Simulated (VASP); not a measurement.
# BP (pbe) (I-4m2) in VASP: a series of runs

The runs below take BP (pbe) through relaxation of the atoms, with PBE.

Program: VASP 6.6.1. These are calculated values, not measurements. Logs are shortened: lines on timing, memory, paths and dates and some standing lists are left out, and cuts for length are marked.

## (1) The cell of the first run

The structure is tetragonal, space group I-4m2 (No. 119). Conventional cell: a = 3.248 Å, b = 3.248 Å, c = 4.538 Å, α = 90.00°, β = 90.00°, γ = 90.00°. Within 2.6 Å of B (site symmetry -4m2) lie 4 P at 1.98 Å. Within 2.6 Å of P (site symmetry -4m2) lie 4 B at 1.98 Å.

## (2) Relaxation of the atoms, PBE (strained cell)

INCAR reads:

```
SYSTEM = BP
PREC = Accurate
ENCUT = 450
EDIFF = 1E-7
ISMEAR = 0
SIGMA = 0.02
LREAL = .False.
LASPH = .True.
NELM = 120
ALGO = Normal
ISIF = 2
LWAVE = .False.
LCHARG = .False.
GGA = PE
IBRION = 2
NSW = 60
EDIFFG = -0.002
GGA_COMPAT = .False.
NELMIN = 4
```

KPOINTS reads:

```
Automatic mesh
0
Gamma
  8 8 8
  0 0 0
```

POSCAR reads:

```
BP
1.0
    0.0000000000      2.2969143471      2.2688908745
    2.2969143471      0.0000000000      2.2688908745
    2.2969143471      2.2969143471      0.0000000000
B P
1 1
Direct
    0.0000000000      0.0000000000      0.0000000000
    0.2500000000      0.2500000000      0.2500000000
```

Potentials or basis: VASP PAW PBE potentials, release 64 (B, P).

Command:

```
cat potpaw_PBE.64/B/POTCAR potpaw_PBE.64/P/POTCAR > POTCAR
mpirun -np 1 vasp_std > vasp.out
```

OUTCAR:

```text
SYSTEM = BP
   PREC = Accurate
   ENCUT = 450
   EDIFF = 1E-7
   ISMEAR = 0
   LREAL = .False.
   LASPH = .True.
   NELM = 120
   ISIF = 2
   GGA = PE
   IBRION = 2
   NSW = 60
   EDIFFG = -0.002
   NELMIN = 4

 ion  position               nearest neighbor table
   1  0.000  0.000  0.000-   2 1.98   2 1.98   2 1.98   2 1.98
   2  0.250  0.250  0.250-   1 1.98   1 1.98   1 1.98   1 1.98

  LATTYP: Found a body centered tetragonal cell.
 ALAT       =     3.2483274213
 C/A-ratio  =     1.3969594688

  Lattice vectors:

 A1 = (   0.0000000000,  -2.2969143471,  -2.2688908745)
 A2 = (   0.0000000000,   2.2969143471,  -2.2688908745)
 A3 = (   2.2969143471,   0.0000000000,   2.2688908745)

Analysis of symmetry for initial positions (statically):
=====================================================================
 Subroutine PRICEL returns:
 Original cell was already a primitive cell.

 Routine SETGRP: Setting up the symmetry group for a
 body centered tetragonal supercell.

 Subroutine GETGRP returns: Found  8 space group operations
 (whereof  8 operations were pure point group operations)
 out of a pool of 16 trial point group operations.

The static configuration has the point symmetry D_2d.

Analysis of symmetry for dynamics (positions and initial velocities):
=====================================================================
 Subroutine PRICEL returns:
 Original cell was already a primitive cell.

 Routine SETGRP: Setting up the symmetry group for a
 body centered tetragonal supercell.

 Subroutine GETGRP returns: Found  8 space group operations
 (whereof  8 operations were pure point group operations)
 out of a pool of 16 trial point group operations.

The dynamic configuration has the point symmetry D_2d.

 Subroutine INISYM returns: Found  8 space group operations
 (whereof  8 operations are pure point group operations),
 and found     1 'primitive' translations

----------------------------------------------------------------------------------------

                                     Primitive cell

  volume of cell :      23.9405

  direct lattice vectors                    reciprocal lattice vectors
     0.000000000  2.296914347  2.268890874    -0.217683346  0.217683346  0.220371991
     2.296914347  0.000000000  2.268890874     0.217683346 -0.217683346  0.220371991
[... 83 lines left out ...]
   ENCUT  =  450.0 eV  33.07 Ry    5.75 a.u.   5.58  5.58  5.62*2*pi/ulx,y,z
   NELM   =    120;   NELMIN=  4; NELMDL= -5     # of ELM steps
   EDIFF  = 0.1E-06   stopping-criterion for ELM
   LREAL  =      F    real-space projection
   EDIFFG = -.2E-02   stopping-criterion for IOM
   NSW    =     60    number of steps for IOM
   IBRION =      2    ionic relax: 0-MD 1-quasi-New 2-CG
   NFREE  =      1    steps in history (QN), initial steepest desc. (CG)
   ISIF   =      2    stress and relaxation
   ISYM   =      2    0-nonsym 1-usesym 2-fastsym
   POTIM  = 0.5000    time-step for ionic-motion
   TEBEG  =    0.0;   TEEND  =   0.0 temperature during run
   PSTRESS=    0.0 pullay stress
   NELECT =       8.0000    total number of electrons
   NUPDOWN=      -1.0000    fix difference up-down
   EMIN   =  10.00;   EMAX   =-10.00  energy-range for DOS
   EFERMI =   0.00;   METHOD = LEGACY
   ISMEAR =     0;   SIGMA  =   0.02  broadening in eV -4-tet -1-fermi 0-gaus
   EFERMI_NEDOS =   21; number of points for ismear=-14 and -15
   IALGO  =     38    algorithm
   IMIX   =      4    mixing-type and parameters
     AMIX     =   0.40;   BMIX     =  1.00
     AMIX_MAG =   1.60;   BMIX_MAG =  1.00
  volume/ion in A,a.u.               =      11.97        80.78
  Fermi-wavevector in a.u.,A,eV,Ry     =   1.136040  2.146805 17.559511  1.290588
  Thomas-Fermi vector in A             =   2.272745
   LORBIT       =      0    0 simple, 1 ext, 2 COOP (PROOUT), +10 PAW based schemes
   GGA     = PE    functional components
   LHFCALC =     F    Hartree Fock is set to
   AEXX    =    0.0000 exact exchange contribution
   IVDW    =     0    specifies the selected vdW correction
   LEPSILON=     F    determine dielectric tensor
   LRPA    =     F    only Hartree local field effects (RPA)
 conjugate gradient relaxation of ions
 non-spin polarized calculation
 Gauss-broadening in eV      SIGMA  =   0.02
  energy-cutoff  :      450.00
  volume of cell :       23.94
 maximum number of plane-waves:       533
 NGX is ok and might be reduce to    24
   NGX = 11   NGY = 11   NGZ = 11

 number of electron       7.9999999 magnetization

 Free energy of the ion-electron system (eV)
  ---------------------------------------------------
  ext. energy  EPLUGINS =         0.00000000
  ---------------------------------------------------
  free energy    TOTEN  =       -12.92254884 eV

  energy without entropy =      -12.92254884  energy(sigma->0) =      -12.92254884

 E-fermi :   7.3362     XC(G=0): -10.8022

 val. band max:        7.2259015454   @ k =   0.0000   0.0000   0.0000
 cond. band min:       8.3425914551   @ k =   0.3750   0.3750   0.0000
 fundamental gap:      1.1166899098
 Fermi energy:         7.3361757386

 k-point     1 :       0.0000    0.0000    0.0000
  band No.  band energies     occupation
      1      -8.0969      2.00000
      2       7.1088      2.00000
      3       7.1088      2.00000
      4       7.2259      2.00000
      5      10.4673      0.00000
      6      10.5375      0.00000
      7      10.5375      0.00000
      8      14.1510      0.00000
[... 243 lines left out ...]
 k-point    24 :       0.3750    0.0000    0.1250
  band No.  band energies     occupation
      1      -5.9972      2.00000
      2       0.6837      2.00000
      3       4.8169      2.00000
      4       4.9446      2.00000
      5      10.6768      0.00000
      6      12.6244      0.00000
      7      13.3041      0.00000
      8      15.0111      0.00000

 [... further k-points ...]
[... 5 lines left out ...]
  --------------------------------------------------------------------------------------
  -------------------------------------------------------------------------------------
  Total       -0.5921238     -0.5921238     -0.1190446      0.0000000      0.0000000      0.0000000
  in kB      -39.6268829    -39.6268829     -7.9668570      0.0000000      0.0000000      0.0000000
  external PRESSURE =     -29.0735409 kB  Pullay stress =       0.0000000 kB

 VOLUME and BASIS-vectors are now :
 -----------------------------------------------------------------------------
  energy-cutoff  :      450.00
  volume of cell :       23.94
      direct lattice vectors                 reciprocal lattice vectors
     0.000000000  2.296914347  2.268890874    -0.217683346  0.217683346  0.220371991
     2.296914347  0.000000000  2.268890874     0.217683346 -0.217683346  0.220371991
     2.296914347  2.296914347  0.000000000     0.217683346  0.217683346 -0.220371991

 POSITION                                       TOTAL-FORCE (eV/Angst)
 -----------------------------------------------------------------------------------
      0.00000      0.00000      0.00000        -0.000000     -0.000000      0.000000
      1.14846      1.14846      1.13445         0.000000      0.000000     -0.000000
 -----------------------------------------------------------------------------------
    total drift:                                0.000000      0.000000      0.000000

  FREE ENERGIE OF THE ION-ELECTRON SYSTEM (eV)
  ---------------------------------------------------
  free  energy   TOTEN  =       -12.9225488413 eV

  energy  without entropy=      -12.9225488413  energy(sigma->0) =      -12.92254884

 reached required accuracy - stopping structural energy minimisation
```

OSZICAR:

```text
N       E                     dE             d eps       ncg     rms          rms(c)
DAV:   1     0.719339667713E+01    0.71934E+01   -0.37537E+03   944   0.796E+02
DAV:   2    -0.133549095565E+02   -0.20548E+02   -0.19943E+02  1456   0.102E+02
DAV:   3    -0.135790643899E+02   -0.22415E+00   -0.22415E+00  1168   0.140E+01
DAV:   4    -0.135795886521E+02   -0.52426E-03   -0.52426E-03  1440   0.684E-01
DAV:   5    -0.135795889991E+02   -0.34702E-06   -0.34702E-06  1216   0.146E-02    0.696E+00
DAV:   6    -0.130134316514E+02    0.56616E+00   -0.15570E+00  1032   0.671E+00    0.380E+00
DAV:   7    -0.129298609738E+02    0.83571E-01   -0.23234E-01  1440   0.293E+00    0.127E+00
DAV:   8    -0.129220257701E+02    0.78352E-02   -0.27386E-02  1040   0.113E+00    0.205E-01
DAV:   9    -0.129223367425E+02   -0.31097E-03   -0.48324E-04  1376   0.198E-01    0.113E-01
DAV:  10    -0.129225377786E+02   -0.20104E-03   -0.29595E-04  1064   0.135E-01    0.269E-02
DAV:  11    -0.129225481066E+02   -0.10328E-04   -0.13056E-05  1328   0.313E-02    0.302E-02
DAV:  12    -0.129225488795E+02   -0.77284E-06   -0.31294E-06  1016   0.115E-02    0.566E-03
DAV:  13    -0.129225488413E+02    0.38214E-07   -0.69164E-08   848   0.229E-03
   1 F= -.12922549E+02 E0= -.12922549E+02  d E =-.129225E+02
```

Run time: 8.1 s. Hardware: 1 thread of AMD EPYC 7R13 (Zen 3), shared host; peak memory 0.1 GiB.

Results:

| Quantity | Value |
| --- | --- |
| Free energy | -12.9225 eV |
| Pressure after relaxing | -2.9 GPa |
| Band gap on the k mesh | 1.12 eV, indirect (least direct gap 3.24 eV) |

Final structure:
```xyz
2
Lattice="0.0000 2.2969 2.2689 2.2969 0.0000 2.2689 2.2969 2.2969 0.0000" Properties=species:S:1:pos:R:3 pbc="T T T"
B     0.0000    0.0000    0.0000
P     1.1485    1.1485    1.1344
```

Caveat: the cell differs from its parent crystal (strained cell); the relaxation stopped at its first step, so nothing moved. A k mesh can miss the band edges.

## (3) Relaxation of the atoms, PBE (strained cell)

INCAR reads:

```
  ALGO = Normal
  EDIFF = 1E-7
  EDIFFG = -0.002
  ENCUT = 450
  GGA = PE
  GGA_COMPAT = False
  IBRION = 2
  ISIF = 2
  ISMEAR = 0
  LASPH = True
  LCHARG = False
  LREAL = False
  LWAVE = False
  NELM = 120
  NELMIN = 4
  NSW = 60
  PREC = Accurate
  SIGMA = 0.02
```

KPOINTS reads:

```
k-points
0
Gamma
  8 8 8
```

POSCAR reads:

```
BP
1.0
    0.0000000000      2.2969143471      2.2644037746
    2.2969143471      0.0000000000      2.2644037746
    2.2969143471      2.2969143471      0.0000000000
B P
1 1
Direct
    0.0000000000      0.0000000000      0.0000000000
    0.2500000000      0.2500000000      0.2500000000
```

Potentials or basis: VASP PAW PBE potentials, release 64 (B, P).

Command:

```
cat potpaw_PBE.64/B/POTCAR potpaw_PBE.64/P/POTCAR > POTCAR
mpirun -np 1 vasp_std > vasp.out
```

It took 7.9 s on 1 thread of AMD EPYC 7R13 (Zen 3), shared host; peak memory 0.1 GiB.

Results (log left out):

```
Free energy             : -12.9227 eV
Pressure after relaxing : -2.6 GPa
Band gap on the k mesh  : 1.08 eV, indirect (least direct gap 3.22 eV)
```

Stress tensor (GPa, compression positive):
```
-3.83  0.00  0.00
 0.00 -3.83  0.00
 0.00  0.00 -0.16
```

Final structure:
```cif
data_structure
_symmetry_space_group_name_H-M 'P 1'
_symmetry_Int_Tables_number 1
_cell_length_a 3.2254
_cell_length_b 3.2254
_cell_length_c 3.2483
_cell_angle_alpha 59.765
_cell_angle_beta 59.765
_cell_angle_gamma 60.470
_cell_volume 23.89
loop_
_atom_site_label
_atom_site_type_symbol
_atom_site_fract_x
_atom_site_fract_y
_atom_site_fract_z
_atom_site_occupancy
B1 B 0.00000 0.00000 0.00000 1
P1 P 0.25000 0.25000 0.25000 1
```

Levels at points of the mesh, in eV from the valence-band top:
| k point | band 2 | band 3 | band 4 | band 5 | band 6 | band 7 |
| --- | --- | --- | --- | --- | --- | --- |
| (0.00, 0.00, 0.00) | -0.14 | -0.14 | 0.00 | 3.22 | 3.31 | 3.31 |
| (0.50, 0.00, 0.00) | -8.96 | -1.91 | -1.73 | 3.53 | 4.54 | 4.70 |
| (0.50, 0.50, 0.00) | -8.47 | -4.22 | -4.22 | 1.18 | 1.46 | 11.82 |
| (0.50, 0.00, 0.50) | -8.60 | -4.09 | -4.06 | 1.34 | 1.66 | 11.68 |

Caveat: the cell differs from its parent crystal (strained cell); the relaxation stopped at its first step, so nothing moved.
